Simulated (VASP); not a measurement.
# SiMo5 (Cmmm) in VASP: relaxation of cell and atoms with PBE

Aim: the relaxation of cell and atoms of SiMo5 with PBE.

All numbers are computed with VASP 6.6.1; they aren't measurements. Logs are shortened: lines on timing, memory, paths and dates and some standing lists are left out, and cuts for length are marked.

**1. The cell of the first run**

The structure is orthorhombic, space group Cmmm (No. 65). Conventional cell: a = 3.186 Å, b = 4.464 Å, c = 12.916 Å, α = 90.00°, β = 90.00°, γ = 90.00°. Si (site symmetry mmm) has 8 Mo at 2.55 to 2.99 Å and 6 Si at 2.74 to 3.19 Å within 3.4 Å. Mo (site symmetry mm2) has 14 Mo at 2.74 to 3.19 Å within 3.6 Å. Within 3.4 Å of Mo (site symmetry mm2) lie 4 Si at 2.55 to 2.99 Å and 10 Mo at 2.74 to 3.19 Å. Mo (site symmetry mmm) has 14 Mo at 2.74 to 3.19 Å within 3.6 Å.

**2. Relaxation of cell and atoms, PBE**

Input file INCAR:

```
SYSTEM = SiMo5
ALGO = Fast
EDIFF = 1E-6
EDIFFG = -0.01
ENCUT = 600
GGA = PE
IBRION = 2
ISIF = 3
ISMEAR = 0
LASPH = .TRUE.
LCHARG = .FALSE.
LREAL = .FALSE.
LWAVE = .FALSE.
NELM = 100
NSW = 100
PREC = Accurate
SIGMA = 0.1
```

Input file KPOINTS:

```
k-points
0
G
  12 12 4
  0 0 0
```

Input file POSCAR:

```
SiMo5
1.0
    1.5928239272     -2.2318258887      0.0000000000
    1.5928239272      2.2318258887      0.0000000000
    0.0000000000      0.0000000000     12.9164980618
Si Mo
1 5
Direct
    0.0000000000      0.0000000000      0.0000000000
    0.0000000000      0.0000000000      0.6727537700
    0.5000000000      0.5000000000      0.8454013444
    0.5000000000      0.5000000000      0.5000000000
    0.5000000000      0.5000000000      0.1545986556
    0.0000000000      0.0000000000      0.3272462300
```

Potentials or basis: VASP PAW PBE potentials, release 64 (Si, Mo_sv).

Started as:

```sh
cat potpaw_PBE.64/Si/POTCAR potpaw_PBE.64/Mo_sv/POTCAR > POTCAR
mpirun -np 1 vasp_std > vasp.out
```

OUTCAR:

```text
SYSTEM = SiMo5
   EDIFF = 1E-6
   EDIFFG = -0.01
   ENCUT = 600
   GGA = PE
   IBRION = 2
   ISIF = 3
   ISMEAR = 0
   LASPH = .TRUE.
   LREAL = .FALSE.
   NELM = 100
   NSW = 100
   PREC = Accurate

 ion  position               nearest neighbor table
   1  0.000  0.000  0.000-   3 2.55   5 2.55   3 2.55   5 2.55   3 2.99   5 2.99   3 2.99   5 2.99

   2  0.000  0.000  0.673-   3 2.74   3 2.74   4 2.74   4 2.74   3 3.15   3 3.15   4 3.16   4 3.16

   3  0.500  0.500  0.845-   1 2.55   1 2.55   2 2.74   2 2.74   1 2.99   1 2.99   2 3.15   2 3.15

   4  0.500  0.500  0.500-   2 2.74   6 2.74   2 2.74   6 2.74   2 3.16   6 3.16   2 3.16   6 3.16

   5  0.500  0.500  0.155-   1 2.55   1 2.55   6 2.74   6 2.74   1 2.99   1 2.99   6 3.15   6 3.15

   6  0.000  0.000  0.327-   5 2.74   5 2.74   4 2.74   4 2.74   5 3.15   5 3.15   4 3.16   4 3.16

  LATTYP: Found a base centered orthorhombic cell.
 ALAT       =     3.1856478544
 B/A-ratio  =     1.4011755164
 C/A-ratio  =     4.0545906679

  Lattice vectors:

 A1 = (   1.5928239272,  -2.2318258887,   0.0000000000)
 A2 = (   1.5928239272,   2.2318258887,   0.0000000000)
 A3 = (   0.0000000000,   0.0000000000,  12.9164980618)

Analysis of symmetry for initial positions (statically):
=====================================================================
 Subroutine PRICEL returns:
 Original cell was already a primitive cell.

 Routine SETGRP: Setting up the symmetry group for a
 base centered orthorhombic supercell.

 Subroutine GETGRP returns: Found  8 space group operations
 (whereof  8 operations were pure point group operations)
 out of a pool of  8 trial point group operations.

The static configuration has the point symmetry D_2h.

Analysis of symmetry for dynamics (positions and initial velocities):
=====================================================================
 Subroutine PRICEL returns:
 Original cell was already a primitive cell.

 Routine SETGRP: Setting up the symmetry group for a
 base centered orthorhombic supercell.

 Subroutine GETGRP returns: Found  8 space group operations
 (whereof  8 operations were pure point group operations)
 out of a pool of  8 trial point group operations.

The dynamic configuration has the point symmetry D_2h.

 Subroutine INISYM returns: Found  8 space group operations
 (whereof  8 operations are pure point group operations),
 and found     1 'primitive' translations

----------------------------------------------------------------------------------------

                                     Primitive cell

  volume of cell :      91.8339

  direct lattice vectors                    reciprocal lattice vectors
     1.592823927 -2.231825889  0.000000000     0.313907891 -0.224031813  0.000000000
     1.592823927  2.231825889  0.000000000     0.313907891  0.224031813  0.000000000
     0.000000000  0.000000000 12.916498062     0.000000000  0.000000000  0.077420365

  length of vectors
     2.741921746  2.741921746 12.916498062     0.385653235  0.385653235  0.077420365

  position of ions in fractional coordinates (direct lattice)
     0.000000000  0.000000000  0.000000000
     0.000000000  0.000000000  0.672753770
     0.500000000  0.500000000  0.845401344
     0.500000000  0.500000000  0.500000000
     0.500000000  0.500000000  0.154598656
     0.000000000  0.000000000  0.327246230

  ion indices of the primitive-cell ions
   primitive index   ion index
                 1           1
                 2           2
                 3           3
                 4           4
                 5           5
                 6           6

----------------------------------------------------------------------------------------

 KPOINTS: k-points

Automatic generation of k-mesh.
 Grid dimensions read from file:
 generate k-points for:   12   12    4

 Generating k-lattice:

  Cartesian coordinates                     Fractional coordinates (reciprocal lattice)
     0.026158991 -0.018669318  0.000000000     0.083333333  0.000000000  0.000000000
     0.026158991  0.018669318  0.000000000     0.000000000  0.083333333  0.000000000
     0.000000000  0.000000000  0.019355091     0.000000000  0.000000000  0.250000000

  Length of vectors
     0.032137770  0.032137770  0.019355091

  Shift w.r.t. Gamma in fractional coordinates (k-lattice)
     0.000000000  0.000000000  0.000000000

 Subroutine IBZKPT returns following result:
 ===========================================

 Found    129 irreducible k-points:

 Following reciprocal coordinates:
            Coordinates               Weight
  0.000000  0.000000  0.000000      1.000000
  0.083333 -0.000000  0.000000      4.000000
  0.166667  0.000000  0.000000      4.000000
  0.250000  0.000000  0.000000      4.000000
  0.333333  0.000000  0.000000      4.000000
  0.416667 -0.000000  0.000000      4.000000
[... 16 lines left out ...]
  0.500000  0.166667  0.000000      4.000000
 -0.416667  0.166667  0.000000      4.000000
 [... further k-points ...]
   k-points           NKPTS =    129   k-points in BZ     NKDIM =    129   number of bands    NBANDS=     44
   number of dos      NEDOS =    301   number of ions     NIONS =      6
   total plane-waves  NPLWV =  62208
   dimension x,y,z NGX =    24 NGY =   24 NGZ =  108
   dimension x,y,z NGXF=    48 NGYF=   48 NGZF=  216
   ions per type =               1   5
   NGX,Y,Z   is equivalent  to a cutoff of  14.55, 14.55, 13.90 a.u.
   NGXF,Y,Z  is equivalent  to a cutoff of  29.10, 29.10, 27.80 a.u.
 SYSTEM =  SiMo5
   PREC   = accura    normal or accurate (medium, high low for compatibility)
   ISTART =      0    job   : 0-new  1-cont  2-samecut
   ICHARG =      2    charge: 1-file 2-atom 10-const
   ISPIN  =      1    spin polarized calculation?
   LNONCOLLINEAR =      F non collinear calculations
   LSORBIT =      F    spin-orbit coupling
   LASPH  =      T    aspherical Exc in radial PAW
   ENCUT  =  600.0 eV  44.10 Ry    6.64 a.u.   5.48  5.48 25.80*2*pi/ulx,y,z
   NELM   =    100;   NELMIN=  2; NELMDL= -5     # of ELM steps
   EDIFF  = 0.1E-05   stopping-criterion for ELM
   LREAL  =      F    real-space projection
   EDIFFG = -.1E-01   stopping-criterion for IOM
   NSW    =    100    number of steps for IOM
   IBRION =      2    ionic relax: 0-MD 1-quasi-New 2-CG
   NFREE  =      1    steps in history (QN), initial steepest desc. (CG)
   ISIF   =      3    stress and relaxation
   ISYM   =      2    0-nonsym 1-usesym 2-fastsym
   POTIM  = 0.5000    time-step for ionic-motion
   TEBEG  =    0.0;   TEEND  =   0.0 temperature during run
   PSTRESS=    0.0 pullay stress
   NELECT =      74.0000    total number of electrons
   NUPDOWN=      -1.0000    fix difference up-down
   EMIN   =  10.00;   EMAX   =-10.00  energy-range for DOS
   EFERMI =   0.00;   METHOD = LEGACY
   ISMEAR =     0;   SIGMA  =   0.10  broadening in eV -4-tet -1-fermi 0-gaus
   EFERMI_NEDOS =   21; number of points for ismear=-14 and -15
   IALGO  =     68    algorithm
   IMIX   =      4    mixing-type and parameters
     AMIX     =   0.40;   BMIX     =  1.00
     AMIX_MAG =   1.60;   BMIX_MAG =  1.00
  volume/ion in A,a.u.               =      15.31       103.29
  Fermi-wavevector in a.u.,A,eV,Ry     =   1.523413  2.878834 31.576245  2.320789
  Thomas-Fermi vector in A             =   2.631860
   LORBIT       =      0    0 simple, 1 ext, 2 COOP (PROOUT), +10 PAW based schemes
   GGA     = PE    functional components
   LHFCALC =     F    Hartree Fock is set to
   AEXX    =    0.0000 exact exchange contribution
   IVDW    =     0    specifies the selected vdW correction
   LEPSILON=     F    determine dielectric tensor
   LRPA    =     F    only Hartree local field effects (RPA)
 conjugate gradient relaxation of ions
 non-spin polarized calculation
 RMM-DIIS sequential band-by-band and
 Gauss-broadening in eV      SIGMA  =   0.10
  energy-cutoff  :      600.00
  volume of cell :       91.83
 maximum number of plane-waves:      3121
 NGX is ok and might be reduce to    24
   NGX = 11   NGY = 11   NGZ = 51

--------------------------------------- Ionic step        1  -------------------------------------------

 number of electron      74.0000002 magnetization

 Free energy of the ion-electron system (eV)
  ---------------------------------------------------
  ext. energy  EPLUGINS =         0.00000000
  ---------------------------------------------------
  free energy    TOTEN  =       -60.15925004 eV

  energy without entropy =      -60.13684398  energy(sigma->0) =      -60.14804701

------------------------ aborting loop because EDIFF is reached ----------------------------------------

  FORCE on cell =-STRESS in cart. coord.  units (eV):
  Direction    XX          YY          ZZ          XY          YZ          ZX
  --------------------------------------------------------------------------------------
  -------------------------------------------------------------------------------------
  Total        0.7848095      0.6451426      0.0176732      0.0000000      0.0000000      0.0000000
  in kB       13.6921604     11.2554647      0.3083346      0.0000000      0.0000000      0.0000000
  external PRESSURE =       8.4186533 kB  Pullay stress =       0.0000000 kB
[... 101 lines left out ...]
  FREE ENERGIE OF THE ION-ELECTRON SYSTEM (eV)
  ---------------------------------------------------
  free  energy   TOTEN  =       -60.1609563180 eV

  energy  without entropy=      -60.1384317864  energy(sigma->0) =      -60.14969405

[... ionic steps 4 to 9 ...]

--------------------------------------- Ionic step       10  -------------------------------------------

 number of electron      74.0000000 magnetization

------------------------ aborting loop because EDIFF is reached ----------------------------------------

  FORCE on cell =-STRESS in cart. coord.  units (eV):
  Direction    XX          YY          ZZ          XY          YZ          ZX
  --------------------------------------------------------------------------------------
  -------------------------------------------------------------------------------------
  Total        0.0159626     -0.0412778     -0.0062174      0.0000000      0.0000000      0.0000000
  in kB        0.2774611     -0.7174897     -0.1080700      0.0000000      0.0000000      0.0000000
  external PRESSURE =      -0.1826995 kB  Pullay stress =       0.0000000 kB
[... 65 lines left out ...]
  energy  without entropy=      -60.1394614789  energy(sigma->0) =      -60.15066761

--------------------------------------- Ionic step       12  -------------------------------------------

 number of electron      74.0000000 magnetization

 Free energy of the ion-electron system (eV)
  ---------------------------------------------------
  ext. energy  EPLUGINS =         0.00000000
  ---------------------------------------------------
  free energy    TOTEN  =       -60.16187768 eV

  energy without entropy =      -60.13947930  energy(sigma->0) =      -60.15067849

 E-fermi :  12.2911     XC(G=0): -13.0731

 val. band max:       12.2890958801   @ k =  -0.3333   0.3333   0.5000
 cond. band min:      12.2936183608   @ k =  -0.1667   0.0833   0.2500
 fundamental gap:      0.0045224807
 Fermi energy:        12.2910513832

 k-point     1 :       0.0000    0.0000    0.0000
  band No.  band energies     occupation
      1     -48.9496      2.00000
      2     -48.9193      2.00000
      3     -48.8553      2.00000
      4     -48.7876      2.00000
      5     -48.7229      2.00000
      6     -23.5177      2.00000
[... 1117 lines left out ...]
     43      14.3204      0.00000
     44      14.4298      0.00000

 [... further k-points ...]
[... 5 lines left out ...]
  --------------------------------------------------------------------------------------
  -------------------------------------------------------------------------------------
  Total        0.0179563      0.0205809      0.0231035     -0.0000000      0.0000000      0.0000000
  in kB        0.3122158      0.3578516      0.4017133     -0.0000000      0.0000000      0.0000000
  external PRESSURE =       0.3572603 kB  Pullay stress =       0.0000000 kB
[... 21 lines left out ...]
  FREE ENERGIE OF THE ION-ELECTRON SYSTEM (eV)
  ---------------------------------------------------
  free  energy   TOTEN  =       -60.1618776777 eV

  energy  without entropy=      -60.1394793044  energy(sigma->0) =      -60.15067849

 reached required accuracy - stopping structural energy minimisation
```

Run time: 78 min. Hardware: 1 thread of Intel Xeon Platinum 8375C at 2.90GHz (Ice Lake), shared host; peak memory 0.6 GiB.

What came out:

```
Free energy                            : -60.1619 eV
Relaxed volume                         : 15.36 Å³/atom
Relaxed cell                           : a = 2.751 Å, b = 2.751 Å, c = 12.877 Å, α = 90.00°, β = 90.00°, γ = 108.95°
Space group after relaxing (to 0.05 Å) : Cmmm (No. 65)
Energy gained by relaxing              : 0.4 meV/atom
Ionic steps                            : 12
Pressure after relaxing                : 0.0 GPa
Largest force after relaxing           : 0.008 eV/Å
Band gap on the k mesh                 : zero (band 37 reaches 13.22 eV, above the bottom of band 38 at 11.32 eV)
```

Forces in eV/Å, atoms in the order of the input:
```
Si   0.000  0.000  0.000
Mo   0.000  0.000  0.008
Mo   0.000  0.000 -0.001
Mo   0.000  0.000  0.000
Mo   0.000  0.000  0.001
Mo   0.000  0.000 -0.008
```

Step by step:
| step | energy change (eV) | largest force (eV/Å) | pressure (GPa) | volume (Å³) |
| --- | --- | --- | --- | --- |
| 1 | 0.0000 | 0.0357 | 0.84 | 91.83 |
| 2 | 0.0020 | 0.0289 | -1.91 | 92.91 |
| 3 | -0.0017 | 0.0334 | -0.27 | 92.27 |
| 4 | -0.0025 | 0.0216 | 0.02 | 92.16 |
| 5 | -0.0025 | 0.0227 | 0.01 | 92.16 |
| 6 | -0.0025 | 0.0221 | 0.01 | 92.16 |
| 7 | -0.0026 | 0.0109 | 0.00 | 92.17 |
| 8 | -0.0026 | 0.0114 | -0.01 | 92.17 |
| 9 | -0.0026 | 0.0112 | -0.01 | 92.17 |
| 10 | -0.0026 | 0.0117 | -0.02 | 92.17 |
| 11 | -0.0026 | 0.0123 | -0.02 | 92.17 |
| 12 | -0.0026 | 0.0076 | 0.04 | 92.15 |

Final structure:
```yaml
crystal:
  lattice:
    - [1.59821, -2.23866, 0.00000]
    - [1.59821, 2.23866, 0.00000]
    - [0.00000, 0.00000, 12.87715]
  atoms:
    - { symbol: Si, position: [0.00000, 0.00000, 0.00000] }
    - { symbol: Mo, position: [0.00000, 0.00000, 0.67235] }
    - { symbol: Mo, position: [0.50000, 0.50000, 0.84504] }
    - { symbol: Mo, position: [0.50000, 0.50000, 0.50000] }
    - { symbol: Mo, position: [0.50000, 0.50000, 0.15496] }
    - { symbol: Mo, position: [0.00000, 0.00000, 0.32765] }
```
